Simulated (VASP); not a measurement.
Set up this calculation in VASP 6.6.1, as the native input.

- Task: single point
- Functional: PBEsol
- Potentials or basis: VASP PAW PBE potentials, release 64 (Pb_d, S)
- Cutoff: 400 eV
- k mesh: 4 × 4 × 1
- Occupations: fermi-dirac, width 0.02 eV
- Spin: no spin polarisation
- Dipole correction: yes
- Further INCAR settings: ALGO = Normal; EDIFF = 1e-06; NBANDS = 28; NELMDL = -8

The structure of PbS lies in POSCAR:

```
PbS
1.0
    4.2269190000      0.0000000000      0.0000000000
    2.1150546290      3.6596978221      0.0000000000
    0.0000000000      0.0000000000     24.1943482524
Pb S
2 2
Direct
    0.3075857542      0.3075857542      0.4647436236
    0.6410867671      0.6410867671      0.6073463149
    0.6334609872      0.6334609872      0.3926536851
    0.9669620001      0.9669620001      0.5352563764
```

One way to write it, as run:

INCAR

```
PREC     = Accurate       # precision mode
ENCUT    = 400            # plane-wave cutoff, eV
EDIFF    = 1E-6           # SCF threshold, eV
ISMEAR   = -1             # smearing method
SIGMA    = 0.02           # smearing width, eV
LREAL    = F              # projectors in reciprocal space
LASPH    = T              # aspherical terms in the spheres
NELM     = 120            # most SCF steps
ALGO     = Normal         # electronic algorithm
ISIF     = 2              # what is computed and relaxed
LWAVE    = F              # write WAVECAR
LCHARG   = F              # write CHGCAR
LDIPOL   = T            
IDIPOL   = 3            
DIPOL    = 0.5 0.5 0.500
GGA      = PS             # functional
NBANDS   = 28             # bands
GGA_COMPAT= F            
NELMDL   = -8
```

KPOINTS

```
regular mesh
0
Gamma
  4 4 1
```

Potentials or basis: VASP PAW PBE potentials, release 64 (Pb_d, S).

Run with:

```console
$ cat potpaw_PBE.64/Pb_d/POTCAR potpaw_PBE.64/S/POTCAR > POTCAR
$ mpirun -np 1 vasp_std > vasp.out
```

It gave:

```yaml
Largest_force: 2.526 eV/Å
Band_gap_on_the_k_mesh: 0.10 eV, indirect (least direct gap 0.47 eV)
```

Caveat: the k points lie up to 0.43 Å⁻¹ apart; the PAW data sets were made with another functional, which shifts forces and pressure a little; spin-orbit coupling is left out, which moves the levels of the heavy elements.

It took 2.5 min on 1 thread of AMD EPYC 7R13 (shared host), peak memory 0.32 GiB.
